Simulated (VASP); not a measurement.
# GaCo (Pm-3m) in VASP: further runs, part 2 of 3

VASP 6.6.1. Earlier steps stand in the parts before.

## (3) Single point, PBEsol+D4+U, collinear spin, ferromagnetic start (10.97 Å³/atom)

This run uses another cell than the first one, of 10.97 Å³/atom.

Contents of INCAR:

```
SYSTEM = GaCo
PREC     = Accurate       ! precision mode
ENCUT    = 520            ! plane-wave cutoff, eV
EDIFF    = 1E-6           ! SCF threshold, eV
ISMEAR   = 1              ! smearing method
SIGMA    = 0.05           ! smearing width, eV
LREAL    = .FALSE.        ! projectors in reciprocal space
LASPH    = .TRUE.         ! aspherical terms in the spheres
NELM     = 150            ! most SCF steps
ALGO     = Normal         ! electronic algorithm
ISIF     = 2              ! what is computed and relaxed
LWAVE    = .FALSE.        ! write WAVECAR
LCHARG   = .FALSE.        ! write CHGCAR
ISPIN    = 2              ! spin polarisation
MAGMOM   = 0 1.91         ! initial moments
LORBIT   = 11             ! projections on sites
LMAXMIX  = 4              ! l up to which the mixer works
LDAU     = .TRUE.         ! DFT+U
LDAUTYPE = 2            
LDAUL    = -1 2           ! shell
LDAUU    = 0 5            ! U, eV
LDAUJ    = 0 0          
LDAUPRINT= 1            
GGA      = PS             ! functional
IVDW     = 13             ! dispersion correction
NBANDS   = 22             ! bands
```

Contents of KPOINTS:

```
regular mesh
0
G
  9 9 9
  0 0 0
```

Contents of POSCAR:

```
GaCo
1.0
    2.7991106419      0.0000000000      0.0000000000
    0.0000000000      2.7991106419      0.0000000000
    0.0000000000      0.0000000000      2.7991106419
Ga Co
1 1
Direct
    0.5000000000      0.5000000000      0.5000000000
    0.0000000000      0.0000000000      0.0000000000
```

Potentials or basis: VASP PAW PBE potentials, release 64 (Ga_d, Co).

Command:

```
$ cat potpaw_PBE.64/Ga_d/POTCAR potpaw_PBE.64/Co/POTCAR > POTCAR
$ mpirun -np 1 vasp_std > vasp.out
```

OUTCAR:

```text
SYSTEM = GaCo
   PREC = Accurate
   ENCUT = 520
   EDIFF = 1E-6
   ISMEAR = 1
   LREAL = .FALSE.
   LASPH = .TRUE.
   NELM = 150
   ISIF = 2
   ISPIN = 2
   LORBIT = 11
   GGA = PS
   IVDW = 13

 ion  position               nearest neighbor table
   1  0.500  0.500  0.500-   2 2.42   2 2.42   2 2.42   2 2.42   2 2.42   2 2.42   2 2.42   2 2.42

   2  0.000  0.000  0.000-   1 2.42   1 2.42   1 2.42   1 2.42   1 2.42   1 2.42   1 2.42   1 2.42

  LATTYP: Found a simple cubic cell.
 ALAT       =     2.7991106419

  Lattice vectors:

 A1 = (   2.7991106419,   0.0000000000,   0.0000000000)
 A2 = (   0.0000000000,   2.7991106419,   0.0000000000)
 A3 = (   0.0000000000,   0.0000000000,   2.7991106419)

Analysis of symmetry for initial positions (statically):
=====================================================================
 Subroutine PRICEL returns:
 Original cell was already a primitive cell.

 Routine SETGRP: Setting up the symmetry group for a
 simple cubic supercell.

 Subroutine GETGRP returns: Found 48 space group operations
 (whereof 48 operations were pure point group operations)
 out of a pool of 48 trial point group operations.

The static configuration has the point symmetry O_h .

Analysis of symmetry for dynamics (positions and initial velocities):
=====================================================================
 Subroutine PRICEL returns:
 Original cell was already a primitive cell.

 Routine SETGRP: Setting up the symmetry group for a
 simple cubic supercell.

 Subroutine GETGRP returns: Found 48 space group operations
 (whereof 48 operations were pure point group operations)
 out of a pool of 48 trial point group operations.

The dynamic configuration has the point symmetry O_h .

Analysis of structural, dynamic, and magnetic symmetry:
=====================================================================
 Subroutine PRICEL returns:
 Original cell was already a primitive cell.

 Routine SETGRP: Setting up the symmetry group for a
 simple cubic supercell.

 Subroutine GETGRP returns: Found 48 space group operations
 (whereof 48 operations were pure point group operations)
 out of a pool of 48 trial point group operations.

The overall configuration has the point symmetry O_h .

 Subroutine INISYM returns: Found 48 space group operations
 (whereof 48 operations are pure point group operations),
 and found     1 'primitive' translations

----------------------------------------------------------------------------------------

                                     Primitive cell

  volume of cell :      21.9311

  direct lattice vectors                    reciprocal lattice vectors
     2.799110642  0.000000000  0.000000000     0.357256332  0.000000000  0.000000000
     0.000000000  2.799110642  0.000000000     0.000000000  0.357256332  0.000000000
     0.000000000  0.000000000  2.799110642     0.000000000  0.000000000  0.357256332
[... 115 lines left out ...]
   AEXX    =    0.0000 exact exchange contribution
   IVDW    =    13    specifies the selected vdW correction
   LEPSILON=     F    determine dielectric tensor
   LRPA    =     F    only Hartree local field effects (RPA)
 spin polarized calculation
 Methfessel and Paxton  Order N= 1 SIGMA  =   0.05
  energy-cutoff  :      520.00
  volume of cell :       21.93
 maximum number of plane-waves:       619
 NGX is ok and might be reduce to    24
   NGX = 11   NGY = 11   NGZ = 11

atom =   2  type =  2  l = 2

 onsite density matrix

spin component  1

  0.8612 -0.0000  0.0000  0.0000  0.0000
 -0.0000  0.8612  0.0000 -0.0000  0.0000
  0.0000  0.0000  0.9035  0.0000  0.0000
  0.0000 -0.0000  0.0000  0.8612 -0.0000
  0.0000  0.0000  0.0000 -0.0000  0.9035

spin component  2

  0.8528  0.0000  0.0000  0.0000  0.0000
  0.0000  0.8528 -0.0000 -0.0000  0.0000
  0.0000 -0.0000  0.4110  0.0000 -0.0000
  0.0000 -0.0000  0.0000  0.8528 -0.0000
  0.0000  0.0000 -0.0000 -0.0000  0.4110

 occupancies and eigenvectors

  o =  0.4110  v =  0.0000  0.0000  0.0000  0.0000  0.0000  0.0000 -0.0000  0.9969 -0.0000  0.0788      0.0000  0.0000  0.0000  0.0000  0.0000  0.0000  0.0000  0.0000  0.0000  0.0000
  o =  0.4110  v =  0.0000  0.0000  0.0000  0.0000  0.0000  0.0000  0.0000  0.0788 -0.0000 -0.9969      0.0000  0.0000  0.0000  0.0000  0.0000  0.0000  0.0000  0.0000  0.0000  0.0000
  o =  0.8528  v =  0.0000  0.0000  0.0000  0.0000  0.0000  0.0000 -0.9849 -0.0000 -0.1730 -0.0000      0.0000  0.0000  0.0000  0.0000  0.0000  0.0000  0.0000  0.0000  0.0000  0.0000
  o =  0.8528  v =  0.0000  0.0000  0.0000  0.0000  0.0000  0.0000 -0.1730  0.0000  0.9849 -0.0000      0.0000  0.0000  0.0000  0.0000  0.0000  0.0000  0.0000  0.0000  0.0000  0.0000
  o =  0.8528  v =  0.0000  0.0000  0.0000  0.0000  0.0000  1.0000  0.0000  0.0000  0.0000  0.0000      0.0000  0.0000  0.0000  0.0000  0.0000  0.0000  0.0000  0.0000  0.0000  0.0000
  o =  0.8612  v =  0.0000  0.9983  0.0000  0.0576 -0.0000  0.0000  0.0000  0.0000  0.0000  0.0000      0.0000  0.0000  0.0000  0.0000  0.0000  0.0000  0.0000  0.0000  0.0000  0.0000
  o =  0.8612  v =  0.0000  0.0576  0.0000 -0.9983  0.0000  0.0000  0.0000  0.0000  0.0000  0.0000      0.0000  0.0000  0.0000  0.0000  0.0000  0.0000  0.0000  0.0000  0.0000  0.0000
  o =  0.8612  v =  1.0000  0.0000  0.0000  0.0000  0.0000  0.0000  0.0000  0.0000  0.0000  0.0000      0.0000  0.0000  0.0000  0.0000  0.0000  0.0000  0.0000  0.0000  0.0000  0.0000
  o =  0.9035  v =  0.0000 -0.0000  0.9986  0.0000  0.0529  0.0000  0.0000  0.0000  0.0000  0.0000      0.0000  0.0000  0.0000  0.0000  0.0000  0.0000  0.0000  0.0000  0.0000  0.0000
  o =  0.9035  v =  0.0000 -0.0000  0.0529 -0.0000 -0.9986  0.0000  0.0000  0.0000  0.0000  0.0000      0.0000  0.0000  0.0000  0.0000  0.0000  0.0000  0.0000  0.0000  0.0000  0.0000

 number of electron      21.9999990 magnetization       0.8190714

 Free energy of the ion-electron system (eV)
  ---------------------------------------------------
  ext. energy  EPLUGINS =         0.00000000
  ---------------------------------------------------
  free energy    TOTEN  =        -7.64697545 eV

  energy without entropy =       -7.64695686  energy(sigma->0) =       -7.64696925

 E-fermi :  10.2736     XC(G=0): -13.8143

 val. band max:       10.1854452505   @ k =   0.3333   0.1111   0.1111
 cond. band min:      10.2765135970   @ k =   0.4444   0.2222   0.2222
 fundamental gap:      0.0910683465
 Fermi energy:        10.2735521728

 spin component 1

 k-point     1 :       0.0000    0.0000    0.0000
  band No.  band energies     occupation
      1      -4.7052      1.00000
      2      -4.7052      1.00000
      3      -4.2628      1.00000
      4      -4.2628      1.00000
      5      -4.2628      1.00000
      6      -2.0101      1.00000
[... 1193 lines left out ...]
     21      35.3548      0.00000
     22      37.1682      0.00000

 [... further k-points ...]

------------------------ aborting loop because EDIFF is reached ----------------------------------------

  DFT-D4 for vdW energy calculation

  Edisp (eV):   -0.68155

  FORCE on cell =-STRESS in cart. coord.  units (eV):
  Direction    XX          YY          ZZ          XY          YZ          ZX
  --------------------------------------------------------------------------------------
  -------------------------------------------------------------------------------------
  Total       0.68696     0.68696     0.68696     0.00000    -0.00000     0.00000
  in kB      50.18600    50.18600    50.18600     0.00000    -0.00000     0.00000
  external pressure =       50.19 kB  Pullay stress =        0.00 kB

 VOLUME and BASIS-vectors are now :
 -----------------------------------------------------------------------------
  energy-cutoff  :      520.00
  volume of cell :       21.93
      direct lattice vectors                 reciprocal lattice vectors
     2.799110642  0.000000000  0.000000000     0.357256332  0.000000000  0.000000000
     0.000000000  2.799110642  0.000000000     0.000000000  0.357256332  0.000000000
     0.000000000  0.000000000  2.799110642     0.000000000  0.000000000  0.357256332

 POSITION                                       TOTAL-FORCE (eV/Angst)
 -----------------------------------------------------------------------------------
      1.39956      1.39956      1.39956         0.000000      0.000000      0.000000
      0.00000      0.00000      0.00000         0.000000      0.000000      0.000000
 -----------------------------------------------------------------------------------
    total drift:                                0.000000      0.000000     -0.000000

  FREE ENERGIE OF THE ION-ELECTRON SYSTEM (eV)
  ---------------------------------------------------
  free  energy   TOTEN  =        -8.3285301566 eV

  energy  without entropy=       -8.3285115677  energy(sigma->0) =       -8.32852396

 total charge

# of ion       s       p       d       tot
------------------------------------------
    1        0.853   0.962  10.078  11.894
    2        0.425   0.510   7.733   8.667
--------------------------------------------------
tot          1.279   1.472  17.811  20.561

 magnetization (x)

# of ion       s       p       d       tot
------------------------------------------
    1       -0.010  -0.054  -0.027  -0.092
    2       -0.003  -0.031   1.003   0.969
--------------------------------------------------
tot         -0.013  -0.085   0.976   0.878
```

Run time: 52 s. Hardware: 1 thread of Intel Xeon 8259CL, shared host; peak memory 0.17 GiB.

Results:

* Free energy: -8.3285 eV
* Pressure: 5.0 GPa
* Net moment: 0.82 μB per cell
* Site moments: Ga -0.09; Co +0.97 μB
* Valence electrons inside the program's atomic spheres: Ga 11.89; Co 8.67
* Dispersion energy per atom: -0.341 eV

Eigenvalues of the final occupation matrices:
```csv
site,spin,trace,eigenvalues
site 2 d,1,4.39,0.86 0.86 0.86 0.90 0.90
site 2 d,2,3.38,0.41 0.41 0.85 0.85 0.85
```

Caveat: the cell stands under pressure; the PAW data sets were made with another functional, which shifts forces and pressure a little; the U is typed as a test and isn't derived for this compound. The state reached can hang on the start; a lower one may exist.

(Continued in part 3 of 3.)
